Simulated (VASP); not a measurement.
Wanted: the native input for a VASP 6.6.1 run.

```yaml
Task: single point
Functional: LDA
Potentials_or_basis: VASP PAW LDA potentials, release 64 (Rb_sv, Bi_d)
Cutoff: 520 eV
k_mesh: 3 × 3 × 4
Occupations: methfessel-paxton, width 0.1 eV
Spin: no spin polarisation
Dipole_correction: no
Further_INCAR_settings: ALGO = Normal; EDIFF = 1e-06; NBANDS = 19
```

The structure of RbBi lies in POSCAR:

```
RbBi
1.0
    4.6852660000      0.0000000000      0.0000000000
    0.0000000000      4.6852660000      0.0000000000
    0.0000000000      0.0000000000      3.8588810000
Rb Bi
1 1
Direct
    0.5000000000      0.5000000000      0.5000000000
    0.0000000000      0.0000000000      0.0000000000
```

The input as run:

INCAR

```
SYSTEM = RbBi
ALGO     = Normal         ! electronic algorithm
EDIFF    = 1E-6           ! SCF threshold, eV
ENCUT    = 520            ! plane-wave cutoff, eV
ISIF     = 2              ! what is computed and relaxed
ISMEAR   = 1              ! smearing method
LASPH    = .TRUE.         ! aspherical terms in the spheres
LCHARG   = .FALSE.        ! write CHGCAR
LREAL    = .FALSE.        ! projectors in reciprocal space
LWAVE    = .FALSE.        ! write WAVECAR
NBANDS   = 19             ! bands
NELM     = 60             ! most SCF steps
PREC     = Accurate       ! precision mode
SIGMA    = 0.1            ! smearing width, eV
```

KPOINTS

```
k-points
0
G
  3 3 4
  0 0 0
```

Potentials or basis: VASP PAW LDA potentials, release 64 (Rb_sv, Bi_d).

Launch:

```sh
$ cat potpaw_LDA.64/Rb_sv/POTCAR potpaw_LDA.64/Bi_d/POTCAR > POTCAR
$ mpirun -np 1 vasp_std > vasp.out
```

It gave:

| Item | Value |
| --- | --- |
| Pressure | -2.4 GPa |
| Band gap on the k mesh | zero (band 12 reaches 2.67 eV, above the bottom of band 13 at 1.64 eV) |

Caveat: the k points lie up to 0.45 Å⁻¹ apart; spin-orbit coupling is left out, which moves the levels of the heavy elements.

Run time: 8.8 s on 1 thread of Intel(R) Xeon(R) Platinum 8375C CPU @ 2.90GHz (Ice Lake), with other jobs on the host, peak memory 0.16 GiB.
